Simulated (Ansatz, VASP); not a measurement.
SnSe: VASP beside Ansatz

The input INCAR:

```
SYSTEM = SnSe
  PREC = Accurate
  ENCUT = 520
  EDIFF = 1E-7
  ISMEAR = 0
  SIGMA = 0.05
  LREAL = .False.
  LASPH = .True.
  NELM = 60
  ALGO = Normal
  ISIF = 2
  LWAVE = .False.
  LCHARG = .False.
  GGA = CA
  NBANDS = 28
```

KPOINTS

```
regular mesh
0
Gamma
  6 6 4
  0 0 0
```

Contents of POSCAR:

```
SnSe
1.0
    4.3155959066      0.0000000000      0.0000000000
    0.0000000000      4.3155959066      0.0000000000
    0.0000000000      0.0000000000     10.6502342162
Sn Se
2 2
Direct
    0.5000000000      0.0000000000      0.3781633345
    0.0000000000      0.5000000000      0.6218366655
    0.5000000000      0.0000000000      0.6217782147
    0.0000000000      0.5000000000      0.3782217853
```

Input for Ansatz:

```yaml
crystal:
  lattice:
    - [4.3155959066, 0.0, 0.0]
    - [0.0, 4.3155959066, 0.0]
    - [0.0, 0.0, 10.6502342162]
  atoms:
    - { symbol: Sn, position: [0.5, 0.0, 0.3781633345] }
    - { symbol: Sn, position: [0.0, 0.5, 0.6218366655] }
    - { symbol: Se, position: [0.5, 0.0, 0.6217782147] }
    - { symbol: Se, position: [0.0, 0.5, 0.3782217853] }
basis:
  ecutwfc: 420
kpoints:
  mp_grid: { grid: [6, 6, 4] }
hamiltonian:
  xc: lda
scf:
  occupations: { method: gaussian, width: 0.05 }
output:
  forces: true
  stress: true
  eigenvalues: true
```

Change from the starting cell: strain +0.030 along x and y, -0.030 along z, atoms carried along.

Alike in both runs: task single point; functional LDA; k mesh 6 × 6 × 4; occupations gaussian, width 0.05 eV; no spin polarisation.

|  | VASP | Ansatz |
| --- | --- | --- |
| version | VASP 6.6.1 | Ansatz 0.2.0 |
| potentials or method | VASP PAW LDA potentials, release 64 (Sn_d, Se), cutoff 520 eV | scalar-relativistic, plane waves, PAW |
| valence electrons in the cell | 40 | 60 |

|  | VASP | Ansatz | Ansatz less VASP |
| --- | --- | --- | --- |
| gap on the k mesh at the Fermi level (eV) | 1.35 | 1.37 | +0.017 |
| least direct gap on the mesh (eV) | 1.35 | 1.37 | +0.017 |
| rms of the force components (eV/Å) | 0.226 | 0.209 | -0.0166 |

LDA's correlation is that of Perdew and Zunger in VASP and of Perdew and Wang (1992) in Ansatz. Atom by atom the forces differ by 0.017 eV/Å (rms over components). VASP's potentials hold 40 valence electrons a cell and Ansatz's 60, so a difference there can come from the potentials and not from the codes.
